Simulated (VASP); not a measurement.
# InGa3P4 (P-4m2) in VASP: a series of runs

Runs on InGa3P4. Level: PBE. Tasks: relaxation of shape and atoms at fixed volume, relaxation of cell and atoms.

Everything below comes from runs of VASP 6.6.1. Logs are shortened: lines on timing, memory, paths and dates and some standing lists are left out, and cuts for length are marked.

## Step 1: The cell of the first run

It takes space group P-4m2 (No. 115, tetragonal). Conventional cell: a = 3.925 Å, b = 3.925 Å, c = 11.174 Å, α = 90.00°, β = 90.00°, γ = 90.00°. In (site symmetry -4m2) has 4 P at 2.52 Å within 3.3 Å. Within 3.1 Å of Ga (site symmetry 2mm) lie 4 P at 2.37 to 2.38 Å. Within 3.1 Å of Ga (site symmetry -4m2) lie 4 P at 2.38 Å. Within 3.1 Å of P (site symmetry 2mm) lie 2 Ga at 2.37 Å and 2 In at 2.52 Å. P (site symmetry 2mm) has 4 Ga at 2.38 Å within 3.1 Å.

## Step 2: Relaxation of shape and atoms at fixed volume, PBE (21.52 Å³/atom)

Input file INCAR:

```
PREC     = Accurate       # precision mode
ENCUT    = 600            # plane-wave cutoff, eV
EDIFF    = 1E-7           # SCF threshold, eV
ISMEAR   = 0              # smearing method
SIGMA    = 0.02           # smearing width, eV
LREAL    = F              # projectors in reciprocal space
LASPH    = T              # aspherical terms in the spheres
NELM     = 80             # most SCF steps
ALGO     = Normal         # electronic algorithm
ISIF     = 4              # what is computed and relaxed
LWAVE    = F              # write WAVECAR
LCHARG   = F              # write CHGCAR
GGA      = PE             # functional
IBRION   = 2              # ionic algorithm
NSW      = 50             # ionic steps
EDIFFG   = -0.01          # ionic threshold
```

Input file KPOINTS:

```
regular mesh
0
Gamma
  8 8 4
```

Input file POSCAR:

```
InGa3P4
1.0
    3.9253091583      0.0000000000      0.0000000000
    0.0000000000      3.9253091583      0.0000000000
    0.0000000000      0.0000000000     11.1739891272
In Ga P
1 3 4
Direct
    0.5000000000      0.5000000000      0.0000000000
    0.0000000000      0.0000000000      0.7402420000
    0.0000000000      0.0000000000      0.2597580000
    0.5000000000      0.5000000000      0.5000000000
    0.5000000000      0.0000000000      0.8591390000
    0.0000000000      0.5000000000      0.1408610000
    0.5000000000      0.0000000000      0.3799500000
    0.0000000000      0.5000000000      0.6200500000
```

Potentials or basis: VASP PAW PBE potentials, release 64 (In_d, Ga_d, P).

Run with:

```console
> cat potpaw_PBE.64/In_d/POTCAR potpaw_PBE.64/Ga_d/POTCAR potpaw_PBE.64/P/POTCAR > POTCAR
> mpirun -np 1 vasp_std > vasp.out
```

OUTCAR:

```text
PREC = Accurate
   ENCUT = 600
   EDIFF = 1E-7
   ISMEAR = 0
   LREAL = F
   LASPH = T
   NELM = 80
   ISIF = 4
   GGA = PE
   IBRION = 2
   NSW = 50
   EDIFFG = -0.01

 ion  position               nearest neighbor table
   1  0.500  0.500  0.000-   5 2.52   6 2.52   5 2.52   6 2.52
   2  0.000  0.000  0.740-   5 2.37   5 2.37   8 2.38   8 2.38
   3  0.000  0.000  0.260-   6 2.37   6 2.37   7 2.38   7 2.38
   4  0.500  0.500  0.500-   7 2.38   8 2.38   7 2.38   8 2.38
   5  0.500  0.000  0.859-   2 2.37   2 2.37   1 2.52   1 2.52
   6  0.000  0.500  0.141-   3 2.37   3 2.37   1 2.52   1 2.52
   7  0.500  0.000  0.380-   4 2.38   4 2.38   3 2.38   3 2.38
   8  0.000  0.500  0.620-   4 2.38   4 2.38   2 2.38   2 2.38

  LATTYP: Found a simple tetragonal cell.
 ALAT       =     3.9253091583
 C/A-ratio  =     2.8466519901

  Lattice vectors:

 A1 = (   3.9253091583,   0.0000000000,   0.0000000000)
 A2 = (   0.0000000000,   3.9253091583,   0.0000000000)
 A3 = (   0.0000000000,   0.0000000000,  11.1739891272)

Analysis of symmetry for initial positions (statically):
=====================================================================
 Subroutine PRICEL returns:
 Original cell was already a primitive cell.

 Routine SETGRP: Setting up the symmetry group for a
 simple tetragonal supercell.

 Subroutine GETGRP returns: Found  8 space group operations
 (whereof  8 operations were pure point group operations)
 out of a pool of 16 trial point group operations.

The static configuration has the point symmetry D_2d.

Analysis of symmetry for dynamics (positions and initial velocities):
=====================================================================
 Subroutine PRICEL returns:
 Original cell was already a primitive cell.

 Routine SETGRP: Setting up the symmetry group for a
 simple tetragonal supercell.

 Subroutine GETGRP returns: Found  8 space group operations
 (whereof  8 operations were pure point group operations)
 out of a pool of 16 trial point group operations.

The dynamic configuration has the point symmetry D_2d.

[... 172 lines left out ...]
 VOLUME and BASIS-vectors are now :
 -----------------------------------------------------------------------------
  energy-cutoff  :      600.00
  volume of cell :      172.17
      direct lattice vectors                 reciprocal lattice vectors
     3.925309158  0.000000000  0.000000000     0.254757004  0.000000000  0.000000000
     0.000000000  3.925309158  0.000000000     0.000000000  0.254757004  0.000000000
     0.000000000  0.000000000 11.173989127     0.000000000  0.000000000  0.089493554

 POSITION                                       TOTAL-FORCE (eV/Angst)
 -----------------------------------------------------------------------------------
      1.96265      1.96265      0.00000         0.000000      0.000000      0.000000
      0.00000      0.00000      8.27146        -0.000000     -0.000000      0.001281
      0.00000      0.00000      2.90253         0.000000     -0.000000     -0.001281
      1.96265      1.96265      5.58699         0.000000      0.000000      0.000000
      1.96265      0.00000      9.60001         0.000000     -0.000000     -0.023213
      0.00000      1.96265      1.57398         0.000000     -0.000000      0.023213
      1.96265      0.00000      4.24556         0.000000     -0.000000     -0.000058
      0.00000      1.96265      6.92843         0.000000     -0.000000      0.000058
 -----------------------------------------------------------------------------------
    total drift:                                0.000000     -0.000000     -0.000000

  FREE ENERGIE OF THE ION-ELECTRON SYSTEM (eV)
  ---------------------------------------------------
  free  energy   TOTEN  =       -35.6050042512 eV

  energy  without entropy=      -35.6050042512  energy(sigma->0) =      -35.60500425

--------------------------------------- Ionic step        2  -------------------------------------------

 number of electron      71.9999961 magnetization

 Free energy of the ion-electron system (eV)
  ---------------------------------------------------
  ext. energy  EPLUGINS =         0.00000000
  ---------------------------------------------------
  free energy    TOTEN  =       -35.60504528 eV

  energy without entropy =      -35.60504528  energy(sigma->0) =      -35.60504528

 E-fermi :   4.9534     XC(G=0):  -9.6712

 val. band max:        4.8442671554   @ k =   0.0000   0.0000   0.0000
 cond. band min:       6.1581064604   @ k =   0.0000   0.0000   0.0000
 fundamental gap:      1.3138393050
 Fermi energy:         4.9534039920

 k-point     1 :       0.0000    0.0000    0.0000
  band No.  band energies     occupation
      1      -9.8633      2.00000
      2      -9.8334      2.00000
      3      -9.7814      2.00000
      4      -9.7624      2.00000
      5      -9.7624      2.00000
      6      -9.7461      2.00000
[... 1093 lines left out ...]
     42       9.2092      0.00000
     43       9.2196      0.00000

 [... further k-points ...]
[... 5 lines left out ...]
  --------------------------------------------------------------------------------------
  -------------------------------------------------------------------------------------
  Total        2.4646697      2.4646697      2.4913758      0.0000000     -0.0000000      0.0000000
  in kB       22.9357703     22.9357703     23.1842923      0.0000000     -0.0000000      0.0000000
  external PRESSURE =      23.0186109 kB  Pullay stress =       0.0000000 kB

 VOLUME and BASIS-vectors are now :
 -----------------------------------------------------------------------------
  energy-cutoff  :      600.00
  volume of cell :      172.17
      direct lattice vectors                 reciprocal lattice vectors
     3.924943664  0.000000000  0.000000000     0.254780727  0.000000000  0.000000000
     0.000000000  3.924943664  0.000000000     0.000000000  0.254780727  0.000000000
     0.000000000 -0.000000000 11.176070286     0.000000000 -0.000000000  0.089476889

 POSITION                                       TOTAL-FORCE (eV/Angst)
 -----------------------------------------------------------------------------------
      1.96247      1.96247      0.00000         0.000000      0.000000      0.000000
      3.92494      3.92494      8.27306        -0.000000      0.000000     -0.005933
      0.00000      3.92494      2.90301         0.000000     -0.000000      0.005933
      1.96247      1.96247      5.58804         0.000000      0.000000      0.000000
      1.96247      3.92494      9.60068         0.000000      0.000000     -0.007802
      0.00000      1.96247      1.57539         0.000000     -0.000000      0.007802
      1.96247      3.92494      4.24635         0.000000     -0.000000      0.000339
      0.00000      1.96247      6.92973         0.000000      0.000000     -0.000339
 -----------------------------------------------------------------------------------
    total drift:                                0.000000      0.000000     -0.000000

  FREE ENERGIE OF THE ION-ELECTRON SYSTEM (eV)
  ---------------------------------------------------
  free  energy   TOTEN  =       -35.6050452750 eV

  energy  without entropy=      -35.6050452750  energy(sigma->0) =      -35.60504528

 reached required accuracy - stopping structural energy minimisation
```

Wall time 8.7 min (1 thread of Oxide Virtual Turin-like, shared host); peak memory 0.49 GiB.

Results:

| Item | Value |
| --- | --- |
| Free energy | -35.6050 eV |
| Energy gained by relaxing | 0.0 meV/atom |
| Ionic steps | 2 |
| Pressure after relaxing | 2.3 GPa |
| Largest force after relaxing | 0.008 eV/Å |
| Band gap on the k mesh | 1.31 eV |

Forces in eV/Å, atoms in the order of the input:
```
In   0.000  0.000  0.000
Ga   0.000  0.000 -0.006
Ga   0.000  0.000  0.006
Ga   0.000  0.000  0.000
P    0.000  0.000 -0.008
P    0.000  0.000  0.008
P    0.000  0.000  0.000
P    0.000  0.000  0.000
```

Final structure:
```
In Ga P
1.0
     3.92494    0.00000    0.00000
     0.00000    3.92494    0.00000
     0.00000    0.00000   11.17607
In Ga P
1 3 4
Direct
  0.50000 0.50000 0.00000
  0.00000 0.00000 0.74025
  0.00000 0.00000 0.25975
  0.50000 0.50000 0.50000
  0.50000 0.00000 0.85904
  0.00000 0.50000 0.14096
  0.50000 0.00000 0.37995
  0.00000 0.50000 0.62005
```

Levels at points of the mesh, in eV from the valence-band top:
```
           k point  band 32  band 33  band 34  band 35  band 36  band 37  band 38  band 39  band 40  band 41
(0.00, 0.00, 0.00)    -1.44    -1.44    -0.12     0.00     0.00     1.31     1.58     1.70     2.26     2.37
(0.50, 0.00, 0.00)    -1.35    -1.30    -1.14    -1.12    -0.62     1.39     1.58     2.79     3.31     4.40
(0.50, 0.50, 0.00)    -3.32    -2.72    -2.62    -2.62    -2.51     1.63     1.63     1.78     1.98     4.55
(0.00, 0.00, 0.50)    -1.62    -0.79    -0.79    -0.44    -0.44     1.57     1.59     2.25     2.45     2.90
(0.50, 0.00, 0.50)    -2.13    -1.36    -1.35    -1.32    -0.62     2.27     2.32     2.39     2.84     4.18
(0.50, 0.50, 0.50)    -3.07    -2.97    -2.94    -2.94    -2.94     2.62     2.62     2.75     2.75     2.78
```

Caveat: spin-orbit coupling is left out, which moves the levels of the heavy elements. A k mesh can miss the band edges.

## Step 3: Relaxation of cell and atoms, PBE

This run uses another cell than the first one, of 22.19 Å³/atom.

Input file INCAR:

```
SYSTEM = InGa3P4
ALGO = Normal ; EDIFF = 1E-6
EDIFFG = -0.01 ; ENCUT = 600
GGA = PE ; IBRION = 2
ISIF = 3 ; ISMEAR = 0
LASPH = .True. ; LCHARG = .False.
LREAL = .False. ; LWAVE = .False.
NELM = 80 ; NSW = 100
PREC = Accurate ; SIGMA = 0.02
```

Input file KPOINTS:

```
k-points
0
Gamma
  8 8 4
  0 0 0
```

Changes to POSCAR since step 2:

```diff
@@ -2,5 +2,5 @@
 1.0
-    3.9253091583      0.0000000000      0.0000000000
-    0.0000000000      3.9253091583      0.0000000000
-    0.0000000000      0.0000000000     11.1739891272
+    3.9653661000      0.0000000000      0.0000000000
+    0.0000000000      3.9653661000      0.0000000000
+    0.0000000000      0.0000000000     11.2880173000
 In Ga P
```

Potentials or basis: VASP PAW PBE potentials, release 64 (In_d, Ga_d, P).

Run with:

```console
> cat potpaw_PBE.64/In_d/POTCAR potpaw_PBE.64/Ga_d/POTCAR potpaw_PBE.64/P/POTCAR > POTCAR
> mpirun -np 1 vasp_std > vasp.out
```

OUTCAR:

```text
SYSTEM = InGa3P4
   EDIFF = 1E-6
   EDIFFG = -0.01
   ENCUT = 600
   GGA = PE
   IBRION = 2
   ISIF = 3
   ISMEAR = 0
   LASPH = .True.
   LREAL = .False.
   NELM = 80
   NSW = 100
   PREC = Accurate

 ion  position               nearest neighbor table
   1  0.500  0.500  0.000-   5 2.54   6 2.54   5 2.54   6 2.54
   2  0.000  0.000  0.740-   5 2.39   5 2.39   8 2.40   8 2.40
   3  0.000  0.000  0.260-   6 2.39   6 2.39   7 2.40   7 2.40
   4  0.500  0.500  0.500-   7 2.40   8 2.40   7 2.40   8 2.40
   5  0.500  0.000  0.859-   2 2.39   2 2.39   1 2.54   1 2.54
   6  0.000  0.500  0.141-   3 2.39   3 2.39   1 2.54   1 2.54
   7  0.500  0.000  0.380-   4 2.40   4 2.40   3 2.40   3 2.40
   8  0.000  0.500  0.620-   4 2.40   4 2.40   2 2.40   2 2.40
[... 1320 lines left out ...]
  external PRESSURE =      -0.2760102 kB  Pullay stress =       0.0000000 kB

 VOLUME and BASIS-vectors are now :
 -----------------------------------------------------------------------------
  energy-cutoff  :      600.00
  volume of cell :      177.49
      direct lattice vectors                 reciprocal lattice vectors
     3.965366100  0.000000000  0.000000000     0.252183525  0.000000000  0.000000000
     0.000000000  3.965366100  0.000000000     0.000000000  0.252183525  0.000000000
     0.000000000  0.000000000 11.288017300     0.000000000  0.000000000  0.088589517

 POSITION                                       TOTAL-FORCE (eV/Angst)
 -----------------------------------------------------------------------------------
      1.98268      1.98268      0.00000        -0.000000      0.000000      0.000000
      0.00000      0.00000      8.35586         0.000000     -0.000000      0.000546
      0.00000      0.00000      2.93215        -0.000000     -0.000000     -0.000546
      1.98268      1.98268      5.64401        -0.000000      0.000000      0.000000
      1.98268      0.00000      9.69798        -0.000000     -0.000000      0.006377
      0.00000      1.98268      1.59004        -0.000000     -0.000000     -0.006377
      1.98268      0.00000      4.28888        -0.000000     -0.000000      0.000550
      0.00000      1.98268      6.99914        -0.000000     -0.000000     -0.000550
 -----------------------------------------------------------------------------------
    total drift:                                0.000000     -0.000000     -0.000000

  FREE ENERGIE OF THE ION-ELECTRON SYSTEM (eV)
  ---------------------------------------------------
  free  energy   TOTEN  =       -35.6424804871 eV

  energy  without entropy=      -35.6424804871  energy(sigma->0) =      -35.64248049

 reached required accuracy - stopping structural energy minimisation
```

OSZICAR:

```text
N       E                     dE             d eps       ncg     rms          rms(c)
DAV:   1     0.691547115898E+03    0.69155E+03   -0.36009E+04  3992   0.253E+03
DAV:   2     0.848491676350E+02   -0.60670E+03   -0.59279E+03  3982   0.633E+02
DAV:   3    -0.289192938080E+02   -0.11377E+03   -0.10980E+03  4458   0.210E+02
[... 12 lines left out ...]
DAV:  16    -0.356424931889E+02   -0.12092E-04   -0.28455E-05  5496   0.112E-01    0.140E-01
DAV:  17    -0.356424794451E+02    0.13744E-04   -0.87433E-05  5350   0.261E-01    0.267E-02
DAV:  18    -0.356424899609E+02   -0.10516E-04   -0.51196E-05  5603   0.141E-01    0.122E-01
DAV:  19    -0.356424814340E+02    0.85270E-05   -0.22275E-05  5305   0.108E-01    0.583E-02
DAV:  20    -0.356424803874E+02    0.10465E-05   -0.68824E-06  5273   0.531E-02    0.182E-02
DAV:  21    -0.356424804871E+02   -0.99681E-07   -0.94781E-07  2459   0.170E-02
   1 F= -.35642480E+02 E0= -.35642480E+02  d E =-.356425E+02
```

Run time: 18 min. Hardware: 1 thread of Oxide Virtual Turin-like, shared host; peak memory 0.5 GiB.

Results:

| Item | Value |
| --- | --- |
| Free energy | -35.6425 eV |
| Pressure after relaxing | 0.0 GPa |
| Largest force after relaxing | 0.006 eV/Å |
| Band gap on the k mesh | 1.11 eV |

Forces on the atoms (eV/Å):
```
In   0.000  0.000  0.000
Ga   0.000  0.000  0.001
Ga   0.000  0.000 -0.001
Ga   0.000  0.000  0.000
P    0.000  0.000  0.006
P    0.000  0.000 -0.006
P    0.000  0.000  0.001
P    0.000  0.000 -0.001
```

Final structure:
```cif
data_structure
_symmetry_space_group_name_H-M 'P 1'
_symmetry_Int_Tables_number 1
_cell_length_a 3.9654
_cell_length_b 3.9654
_cell_length_c 11.2880
_cell_angle_alpha 90.000
_cell_angle_beta 90.000
_cell_angle_gamma 90.000
_cell_volume 177.49
loop_
_atom_site_label
_atom_site_type_symbol
_atom_site_fract_x
_atom_site_fract_y
_atom_site_fract_z
_atom_site_occupancy
In1 In 0.50000 0.50000 0.00000 1
Ga1 Ga 0.00000 0.00000 0.74024 1
Ga2 Ga 0.00000 0.00000 0.25976 1
Ga3 Ga 0.50000 0.50000 0.50000 1
P1 P 0.50000 0.00000 0.85914 1
P2 P 0.00000 0.50000 0.14086 1
P3 P 0.50000 0.00000 0.37995 1
P4 P 0.00000 0.50000 0.62005 1
```

Caveat: the relaxation stopped at its first step, so nothing moved; spin-orbit coupling is left out, which moves the levels of the heavy elements.

## Step 4: Relaxation of shape and atoms at fixed volume, PBE (23.52 Å³/atom)

This run uses another cell than the first one, of 23.52 Å³/atom.

Input file INCAR:

```
ALGO = Normal
EDIFF = 1E-6
EDIFFG = -0.01
ENCUT = 600
GGA = PE
IBRION = 2
ISIF = 4
ISMEAR = 0
LASPH = True
LCHARG = False
LREAL = False
LWAVE = False
NELM = 80
NSW = 50
PREC = Accurate
SIGMA = 0.02
```

Input file KPOINTS:

```
k-points
0
Gamma
  8 8 4
```

Input file POSCAR:

```
InGa3P4
1.0
    4.0437646640      0.0000000000      0.0000000000
    0.0000000000      4.0437646640      0.0000000000
    0.0000000000      0.0000000000     11.5058409092
In Ga P
1 3 4
Direct
    0.5000000000      0.5000000000      0.0000000000
    0.0000000000      0.0000000000      0.7405124507
    0.0000000000      0.0000000000      0.2594875493
    0.5000000000      0.5000000000      0.5000000000
    0.5000000000      0.0000000000      0.8595395373
    0.0000000000      0.5000000000      0.1404604627
    0.5000000000      0.0000000000      0.3798238888
    0.0000000000      0.5000000000      0.6201761112
```

Run with:

```console
> cat potpaw_PBE.64/In_d/POTCAR potpaw_PBE.64/Ga_d/POTCAR potpaw_PBE.64/P/POTCAR > POTCAR
> mpirun -np 1 vasp_std > vasp.out
```

Wall time 14 min (1 thread of Oxide Virtual Turin-like, shared host); peak memory 0.54 GiB.

It converged, with:

```
Free energy                  : -35.5151 eV
Energy gained by relaxing    : 0.0 meV/atom
Ionic steps                  : 2
Pressure after relaxing      : -3.7 GPa
Largest force after relaxing : 0.009 eV/Å
Band gap on the k mesh       : 0.70 eV
```

Forces in eV/Å, atoms in the order of the input:
```
In   0.000  0.000  0.000
Ga   0.000  0.000  0.004
Ga   0.000  0.000 -0.004
Ga   0.000  0.000  0.000
P    0.000  0.000  0.009
P    0.000  0.000 -0.009
P    0.000  0.000  0.001
P    0.000  0.000 -0.001
```

Final structure:
```
In Ga P
1.0
     4.04402    0.00000    0.00000
     0.00000    4.04402    0.00000
     0.00000    0.00000   11.50441
In Ga P
1 3 4
Direct
  0.50000 0.50000 0.00000
  0.00000 0.00000 0.74049
  0.00000 0.00000 0.25951
  0.50000 0.50000 0.50000
  0.50000 0.00000 0.85963
  0.00000 0.50000 0.14037
  0.50000 0.00000 0.37983
  0.00000 0.50000 0.62017
```

Levels at points of the mesh, in eV from the valence-band top:
| k point | band 33 | band 34 | band 35 | band 36 | band 37 | band 38 | band 39 | band 40 |
| --- | --- | --- | --- | --- | --- | --- | --- | --- |
| (0.00, 0.00, 0.00) | -1.26 | -0.10 | 0.00 | 0.00 | 0.70 | 1.73 | 1.75 | 2.29 |
| (0.50, 0.00, 0.00) | -1.15 | -1.01 | -0.99 | -0.54 | 1.16 | 1.34 | 2.61 | 3.08 |
| (0.50, 0.50, 0.00) | -2.41 | -2.32 | -2.32 | -2.22 | 1.80 | 1.80 | 1.83 | 2.02 |
| (0.00, 0.00, 0.50) | -0.68 | -0.68 | -0.38 | -0.38 | 1.68 | 1.69 | 2.04 | 2.23 |
| (0.50, 0.00, 0.50) | -1.20 | -1.19 | -1.17 | -0.55 | 2.02 | 2.07 | 2.14 | 2.54 |
| (0.50, 0.50, 0.50) | -2.64 | -2.60 | -2.59 | -2.59 | 2.70 | 2.70 | 2.70 | 2.77 |

Caveat: spin-orbit coupling is left out, which moves the levels of the heavy elements. A k mesh can miss the band edges.

## Step 5: Summary

| task | cell | gap on the mesh (eV) | pressure (GPa) | largest force (eV/Å) |
| --- | --- | --- | --- | --- |
| relaxation of shape and atoms at fixed volume | relaxed from a = 3.925, b = 3.925, c = 11.174 Å, 8 atoms | 1.31 | 2.3 | 0.01 |
| relaxation of cell and atoms | relaxed from a = 3.965, b = 3.965, c = 11.288 Å, 8 atoms | 1.11 | 0.0 | 0.01 |
| relaxation of shape and atoms at fixed volume | relaxed from a = 4.044, b = 4.044, c = 11.506 Å, 8 atoms | 0.70 | -3.7 | 0.01 |

Alike in all rows: level PBE; potentials or basis VASP PAW PBE potentials, release 64 (In_d, Ga_d, P); no spin polarisation; k mesh 8 × 8 × 4; cutoff (eV) 600; smearing gaussian 0.02 eV.

Caveats: spin-orbit coupling is left out, which moves the levels of the heavy elements; the relaxation stopped at its first step, so nothing moved (at least some runs).

Total energies depend on the potentials used, so only differences within one code and one set of settings carry meaning.
